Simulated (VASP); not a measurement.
The system is LiTmH4.

```
Li Tm H
1.0
     3.46667    0.00000    0.00000
     1.67272    3.07540    0.00000
     1.02136    0.59317    5.58961
Li Tm H
1 1 4
Direct
  0.52029 0.00133 0.00245
  0.95606 0.46152 0.56310
  0.27363 0.74325 0.72136
  0.61815 0.10529 0.61498
  0.88597 0.37081 0.94225
  0.34365 0.84231 0.33893
```

The cell was generated, and may not be a known phase.

* Program: VASP 6.6.1
* Task: relaxation of cell and atoms
* Functional: PBE
* Potentials or basis: VASP PAW PBE potentials, release 64 (Li_sv, Tm_3, H), 4f in core
* Cutoff: 750 eV
* k mesh: 6 × 6 × 4
* Occupations: gaussian, width 0.1 eV
* Spin: no spin polarisation

At the start: pressure -0.0 GPa; volume 9.93 Å³/atom.

Task: How do energy, volume and symmetry change on relaxing?

Result: Over 18 steps the energy falls by 8.9 meV/atom and the volume is 9.89 Å³/atom (-0.4 %); space group Cm (No. 8, to 0.1 Å) before and after.

Step by step:
```
step  energy change (eV)  largest force (eV/Å)  pressure (GPa)  volume (Å³)
   1              0.0000                0.2575           -0.04        59.59
   2             -0.0070                0.1280           -0.12        59.57
   3             -0.0119                0.1316           -0.16        59.53
   4             -0.0163                0.0863           -0.07        59.40
   5             -0.0182                0.0729            0.07        59.24
   6             -0.0206                0.0747            0.04        59.24
   7             -0.0265                0.0941           -0.05        59.24
   8             -0.0299                0.2483           -0.20        59.21
   9             -0.0311                0.2280           -0.15        59.19
  10             -0.0342                0.1668           -0.03        59.12
  11             -0.0369                0.1758            0.25        58.97
  12             -0.0396                0.1600            0.19        59.04
  13             -0.0457                0.1136            0.04        59.25
  14             -0.0489                0.1120           -0.21        59.66
  15             -0.0492                0.0889           -0.15        59.56
  16             -0.0513                0.0559           -0.12        59.50
  17             -0.0520                0.0788           -0.07        59.44
  18             -0.0531                0.0292            0.13        59.34
```

Final structure:
```yaml
crystal:
  lattice:
    - [3.49865, 0.02687, 0.20565]
    - [1.71168, 3.05224, 0.20111]
    - [1.35876, 0.77681, 5.68609]
  atoms:
    - { symbol: Li, position: [0.49604, 0.98618, 0.99436] }
    - { symbol: Tm, position: [0.97847, 0.46398, 0.56213] }
    - { symbol: H, position: [0.26140, 0.75082, 0.71886] }
    - { symbol: H, position: [0.62557, 0.11151, 0.62291] }
    - { symbol: H, position: [0.85095, 0.34635, 0.94204] }
    - { symbol: H, position: [0.38532, 0.86568, 0.34278] }
```
